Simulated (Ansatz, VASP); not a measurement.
One calculation of BaTiO3, two programs

INCAR

```
SYSTEM = BaTiO3
PREC = Accurate
ENCUT = 1340
EDIFF = 1E-6
ISMEAR = 0
SIGMA = 0.05
LREAL = .False.
LASPH = .True.
NELM = 120
ALGO = Normal
ISIF = 2
LWAVE = .False.
LCHARG = .False.
GGA = PE
NBANDS = 28
GGA_COMPAT = .False.
```

Contents of KPOINTS:

```
Automatic mesh
0
Gamma
  6 6 6
  0 0 0
```

The input POSCAR:

```
BaTiO3
1.0
    2.6912864496      1.6529946342      2.3563003940
   -2.6912864496      1.6529946342      2.3563003940
    0.0000000000     -3.3059892684      2.3563003940
Ba Ti O
1 1 3
Direct
    0.0049545205      0.0049545205      0.0049545205
    0.5191875227      0.5191875227      0.5191875227
    0.4883938465      0.4883938465      0.9777702638
    0.4883938465      0.9777702638      0.4883938465
    0.9777702638      0.4883938465      0.4883938465
```

Input for Ansatz:

```yaml
crystal:
  lattice:
    - [2.6912864496, 1.6529946342, 2.356300394]
    - [-2.6912864496, 1.6529946342, 2.356300394]
    - [0.0, -3.3059892684, 2.356300394]
  atoms:
    - { symbol: Ba, position: [0.0049545205, 0.0049545205, 0.0049545205] }
    - { symbol: Ti, position: [0.5191875227, 0.5191875227, 0.5191875227] }
    - { symbol: O, position: [0.4883938465, 0.4883938465, 0.9777702638] }
    - { symbol: O, position: [0.4883938465, 0.9777702638, 0.4883938465] }
    - { symbol: O, position: [0.9777702638, 0.4883938465, 0.4883938465] }
basis:
  ecutwfc: 420
kpoints:
  mp_grid: { grid: [6, 6, 6] }
hamiltonian:
  xc: pbe
scf:
  occupations: { method: gaussian, width: 0.05 }
output:
  forces: true
  stress: true
  eigenvalues: true
```

Change from the starting cell: strain -0.0600 x Voigt [1, 0, 0, 0, 0, 0], atoms carried along.

Alike in both runs: task single point; functional PBE; k mesh 6 × 6 × 6; occupations gaussian, width 0.05 eV; no spin polarisation.

|  | VASP | Ansatz |
| --- | --- | --- |
| version | VASP 6.6.1 | Ansatz 0.2.0 |
| potentials or method | VASP PAW PBE potentials, release 64 (Ba_sv, Ti_sv, O_h), cutoff 1340 eV | scalar-relativistic, plane waves, PAW |
| valence electrons in the cell | 40 | 40 |

|  | VASP | Ansatz | Ansatz less VASP |
| --- | --- | --- | --- |
| gap on the k mesh at the Fermi level (eV) | 2.60 | 2.64 | +0.039 |
| least direct gap on the mesh (eV) | 2.96 | 2.96 | +0.003 |
| pressure (GPa) | 13.5 | 11.8 | -1.75 |
| traceless stress, the component that is largest in VASP (GPa) | 10.70 | 10.28 | -0.423 |
| rms of the force components (eV/Å) | 0.416 | 0.399 | -0.0171 |

Atom by atom the forces differ by 0.024 eV/Å (rms over components).

Neither program's run includes spin-orbit coupling.
